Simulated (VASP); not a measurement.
Wanted: the native input for a VASP 6.6.1 run.

```
Task                   : molecular dynamics
Functional             : PBE
Potentials or basis    : VASP PAW PBE potentials, release 64 (Au, Cu)
Cutoff                 : 520 eV
k mesh                 : 1 × 1 × 1, shifted
Occupations            : fermi-dirac, width 0.1206 eV
Spin                   : no spin polarisation
Dipole correction      : no
Further INCAR settings : LREAL = Auto; ALGO = Normal; EDIFF = 1e-05; NBANDS = 102; ISYM = 0; IBRION = 0; POTIM = 3.0; NSW = 40
```

The structure of Cu3Au13 lies in POSCAR:

```
Cu3Au13
1.0
    6.6859480000      0.0855830000     -0.0615900000
    0.0855830000      6.6105530000     -0.0078460000
   -0.0615900000     -0.0078460000      6.5441010000
Au Cu
13 3
Direct
    0.1768380847      0.4458451053      0.5293519366
    0.2951213648      0.4546358481      0.9232842566
    0.7583603501      0.8945592466      0.0017281312
    0.7732948114      0.5492328354      0.3544051786
    0.0454978939      0.2125110758      0.2420011861
    0.1925537614      0.8933830018      0.5712586031
    0.3038973564      0.9780820329      0.9689523495
    0.6754218616      0.3239784812      0.0614152299
    0.7891659046      0.9857286912      0.4972112977
    0.8913644834      0.5968928133      0.8128678372
    0.9571386020      0.1820713756      0.7782348218
    0.4711697648      0.1366322170      0.3575019877
    0.3982560516      0.6435856110      0.2882639787
    0.5815922310      0.3586939950      0.6548055593
    0.5487745415      0.7180520071      0.6667235366
    0.0576692286      0.7879512142      0.1727803966
```

The input as run:

INCAR

```
SYSTEM = Cu3Au13
  PREC = Accurate
  ENCUT = 520
  EDIFF = 1E-5
  ISMEAR = -1
  SIGMA = 0.1206
  LREAL = Auto
  LASPH = .TRUE.
  NELM = 100
  ALGO = Normal
  ISIF = 2
  LWAVE = .FALSE.
  LCHARG = .TRUE.
  GGA = PE
  NBANDS = 102
  ISYM = 0
  IBRION = 0
  NSW = 40
  POTIM = 3.0
  TEBEG = 1400.0
  TEEND = 1400.0
  NELMIN = 4
  RANDOM_SEED = 61332 0 0
  MDALGO = 3
  LANGEVIN_GAMMA = 30 30
```

KPOINTS

```
Automatic mesh
0
Gamma
  1 1 1
  0.25 0.25 0.25
```

Potentials or basis: VASP PAW PBE potentials, release 64 (Au, Cu).

Run with:

```sh
$ cat potpaw_PBE.64/Au/POTCAR potpaw_PBE.64/Cu/POTCAR > POTCAR
$ mpirun -np 1 vasp_std > vasp.out
```

It took 58 min on 1 thread of Intel Xeon 8259CL, with other jobs on the host, peak memory 0.42 GiB.
